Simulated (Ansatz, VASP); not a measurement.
**SiC in VASP and in Ansatz**

INCAR

```
  ALGO = Normal
  EDIFF = 1E-8
  ENCUT = 520
  GGA = PE
  ISIF = 2
  ISMEAR = -1
  LASPH = T
  LCHARG = F
  LEFG = T
  LREAL = Auto
  LWAVE = F
  NBANDS = 46
  NELM = 80
  PREC = Accurate
  SIGMA = 0.02
```

The input KPOINTS:

```
k-points
0
Gamma
  10 10 2
```

File POSCAR:

```
SiC
1.0
    3.0373867908      0.0000000000      0.0000000000
   -1.5186933954      2.6304541219      0.0000000000
    0.0000000000      0.0000000000     19.8737233798
Si C
8 8
Direct
    0.3333333333      0.6666666667      0.2501057640
    0.6666666667      0.3333333333      0.7501057640
    0.3333333333      0.6666666667      0.6250022523
    0.6666666667      0.3333333333      0.1250022523
    0.0000000000      0.0000000000      0.0000978164
    0.0000000000      0.0000000000      0.5000978164
    0.3333333333      0.6666666667      0.8751755882
    0.6666666667      0.3333333333      0.3751755882
    0.3333333333      0.6666666667      0.9689114644
    0.6666666667      0.3333333333      0.4689114644
    0.0000000000      0.0000000000      0.0938682989
    0.0000000000      0.0000000000      0.5938682989
    0.3333333333      0.6666666667      0.3441204739
    0.6666666667      0.3333333333      0.8441204739
    0.3333333333      0.6666666667      0.7187183419
    0.6666666667      0.3333333333      0.2187183419
```

Input for Ansatz:

```yaml
crystal:
  lattice:
    - [3.0373867908, 0.0, 0.0]
    - [-1.5186933954, 2.6304541219, 0.0]
    - [0.0, 0.0, 19.8737233798]
  atoms:
    - { symbol: Si, position: [0.3333333333, 0.6666666667, 0.250105764] }
    - { symbol: Si, position: [0.6666666667, 0.3333333333, 0.750105764] }
    - { symbol: Si, position: [0.3333333333, 0.6666666667, 0.6250022523] }
    - { symbol: Si, position: [0.6666666667, 0.3333333333, 0.1250022523] }
    - { symbol: Si, position: [0.0, 0.0, 9.78164e-05] }
    - { symbol: Si, position: [0.0, 0.0, 0.5000978164] }
    - { symbol: Si, position: [0.3333333333, 0.6666666667, 0.8751755882] }
    - { symbol: Si, position: [0.6666666667, 0.3333333333, 0.3751755882] }
    - { symbol: C, position: [0.3333333333, 0.6666666667, 0.9689114644] }
    - { symbol: C, position: [0.6666666667, 0.3333333333, 0.4689114644] }
    - { symbol: C, position: [0.0, 0.0, 0.0938682989] }
    - { symbol: C, position: [0.0, 0.0, 0.5938682989] }
    - { symbol: C, position: [0.3333333333, 0.6666666667, 0.3441204739] }
    - { symbol: C, position: [0.6666666667, 0.3333333333, 0.8441204739] }
    - { symbol: C, position: [0.3333333333, 0.6666666667, 0.7187183419] }
    - { symbol: C, position: [0.6666666667, 0.3333333333, 0.2187183419] }
kpoints:
  mp_grid: { grid: [10, 10, 2] }
scf:
  occupations: { method: fermi_dirac, width: 0.02 }
hamiltonian:
  xc: pbe
  pseudopotentials: { kind: paw, frozen_core: stored }
output:
  forces: true
  stress: true
  populations: true
  efg: {}
  write_density: true
  write_potential: true
  elf: true
  volumetric_format: npy
```

Change from the starting cell: volume scaled by 0.96.

Alike in both runs: task electric field gradients; functional PBE; k mesh 10 × 10 × 2; occupations fermi-dirac, width 0.02 eV; no spin polarisation.

|  | VASP | Ansatz |
| --- | --- | --- |
| version | VASP 6.6.1 | Ansatz 0.2.0 |
| potentials or method | VASP PAW PBE potentials, release 64 (Si, C) | plane-wave PAW, scalar-relativistic |
| plane-wave cutoff (eV) | 520 | 420 |
| valence electrons in the cell | 64 | 64 |

Ansatz gave:

```
gap on the k mesh at the Fermi level (eV)                     : 1.75
pressure (GPa)                                                : 13.4
traceless stress, the component that is largest in VASP (GPa) : -0.26
rms of the force components (eV/Å)                            : 0.007
size of Vzz on the site where it differs most (V/Å²)          : 2.1
```

**Question.** What did VASP give for the same quantities?

**Answer.** gap on the k mesh at the Fermi level (eV): 1.75; pressure (GPa): 13.3; traceless stress, the component that is largest in VASP (GPa): -0.28; rms of the force components (eV/Å): 0.009; size of Vzz on the site where it differs most (V/Å²): 2.3.

Atom by atom the forces differ by 0.004 eV/Å (rms over components). With one functional, cell and mesh, what is left measures potentials, basis and numerics.
